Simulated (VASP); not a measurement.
Set up this calculation in VASP 6.6.1, as the native input.

| Property | Result |
| --- | --- |
| Task | single point |
| Functional | PBEsol |
| Potentials or basis | VASP PAW PBE potentials, release 64 (C, W_sv) |
| Cutoff | 520 eV |
| k mesh | 12 × 12 × 1 |
| Occupations | gaussian, width 0.1 eV |
| Spin | no spin polarisation |
| Dipole correction | yes |
| Further INCAR settings | ALGO = Normal; EDIFF = 1e-06; NBANDS = 16 |

The structure of WC lies in POSCAR:

```
WC
1.0
    2.8984136678      0.0000000000      0.0000000000
   -1.4492068339      2.5100998670      0.0000000000
    0.0000000000      0.0000000000     16.4138059513
C W
1 1
Direct
    0.6666666667      0.3333333333      0.4569324154
    0.0000000000      0.0000000000      0.5430675846
```

This cell differs from its parent crystal: atoms taken out.

The input as run:

INCAR

```
SYSTEM = WC
PREC = Accurate
ENCUT = 520
EDIFF = 1E-6
ISMEAR = 0
SIGMA = 0.1
LREAL = .False.
LASPH = .True.
NELM = 60
ALGO = Normal
ISIF = 2
LWAVE = .False.
LCHARG = .False.
LDIPOL = .True.
IDIPOL = 3
DIPOL = 0.5 0.5 0.500
GGA = PS
NBANDS = 16
```

KPOINTS

```
regular mesh
0
Gamma
  12 12 1
  0 0 0
```

Potentials or basis: VASP PAW PBE potentials, release 64 (C, W_sv).

Launch:

```sh
$ cat potpaw_PBE.64/C/POTCAR potpaw_PBE.64/W_sv/POTCAR > POTCAR
$ mpirun -np 1 vasp_std > vasp.out
```

It gave:

```
Largest force : 6.258 eV/Å
```

Caveat: the cell differs from its parent crystal (atoms taken out); the PAW data sets were made with another functional, which shifts forces and pressure a little.

Run time: 70 s on 1 thread of Intel Xeon 8259CL (shared host), peak memory 0.26 GiB.
